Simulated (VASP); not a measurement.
## Al3C4: single point with PBE

Crystal: Al3C4.

```
CELL_PARAMETERS angstrom
3.91124 0.00000 0.00000
0.00000 3.91124 0.00000
0.00000 0.00000 5.68537
ATOMIC_POSITIONS crystal
Al 0.00000 0.00000 0.23871
Al 0.00000 0.00000 0.76129
Al 0.50000 0.50000 0.00000
C 0.31763 0.31763 0.50000
C 0.68237 0.68237 0.50000
C 0.68237 0.31763 0.50000
C 0.31763 0.68237 0.50000
```

The cell was built from a structure type or drawn by symmetry, and may not be a known phase.

| Item | Value |
| --- | --- |
| Program | VASP 6.6.1 |
| Task | single point |
| Functional | PBE |
| Potentials or basis | VASP PAW PBE potentials, release 64 (Al, C) |
| Cutoff | 520 eV |
| k mesh | 4 × 4 × 4 |
| Occupations | gaussian, width 0.1 eV |
| Spin | collinear spin |
| Starting moments | [0.0, 0.0, 0.0, 1.0, 1.0, 1.0, 1.0] μB |
| Dipole correction | no |
| Further INCAR settings | ALGO = Normal; EDIFF = 1e-07; NBANDS = 26 |

| Quantity | Value |
| --- | --- |
| Pressure | -2.1 GPa |
| Largest force | 2.684 eV/Å |
| Net moment | 0.00 μB per cell |
| Valence electrons inside the program's atomic spheres | Al 0.71, 0.72 (each value once); C 2.49 |

Forces in eV/Å, atoms in the order of the input:
```
Al   0.000  0.000  1.678
Al   0.000  0.000 -1.678
Al   0.000  0.000  0.000
C   -1.898 -1.898  0.000
C    1.898  1.898  0.000
C    1.898 -1.898  0.000
C   -1.898  1.898  0.000
```

Stress tensor (GPa, compression positive):
```
  5.43   0.00   0.00
  0.00   5.43   0.00
  0.00   0.00 -17.02
```

Levels at points of the mesh, in eV from the Fermi level:
Spin up:
```tsv
k point	band 9	band 10	band 11	band 12	band 13	band 14	band 15	band 16	band 17	band 18
(0.00, 0.00, 0.00)	-2.45	-1.12	-0.99	-0.99	0.64	1.08	1.43	1.43	3.80	4.57
(0.50, 0.00, 0.00)	-4.52	-4.20	-3.40	0.06	1.71	2.44	2.95	3.58	3.67	4.11
(0.50, 0.50, 0.00)	-2.74	-2.74	-2.42	-2.42	-1.83	-1.52	-0.04	-0.04	4.70	6.17
(0.00, 0.00, 0.50)	-2.37	-1.60	-1.60	-1.11	-1.11	0.79	2.82	2.82	3.14	5.15
(0.50, 0.00, 0.50)	-3.86	-2.98	-1.35	-0.29	0.94	1.35	1.37	1.91	4.06	4.16
(0.50, 0.50, 0.50)	-4.02	-2.30	-1.39	-0.66	-0.66	0.67	0.67	1.42	2.55	3.24
```
Spin down:
```csv
k point,band 11,band 12,band 13,band 14,band 15,band 16
"(0.00, 0.00, 0.00)",-0.99,-0.99,0.64,1.08,1.43,1.43
"(0.50, 0.00, 0.00)",-3.40,0.06,1.71,2.44,2.95,3.58
"(0.50, 0.50, 0.00)",-2.42,-2.42,-1.83,-1.52,-0.04,-0.04
"(0.00, 0.00, 0.50)",-1.60,-1.11,-1.11,0.79,2.82,2.82
"(0.50, 0.00, 0.50)",-1.35,-0.29,0.94,1.35,1.37,1.91
"(0.50, 0.50, 0.50)",-1.39,-0.66,-0.66,0.67,0.67,1.42
```

Wall time 36 s on 1 thread of AMD EPYC 9R45 96-Core Processor (Zen 5), with other jobs on the host, peak memory 0.21 GiB.

Caveat: the k points lie up to 0.40 Å⁻¹ apart; forces of over 1 eV/Å act on the atoms, so gaps and moduli don't describe the material at rest.
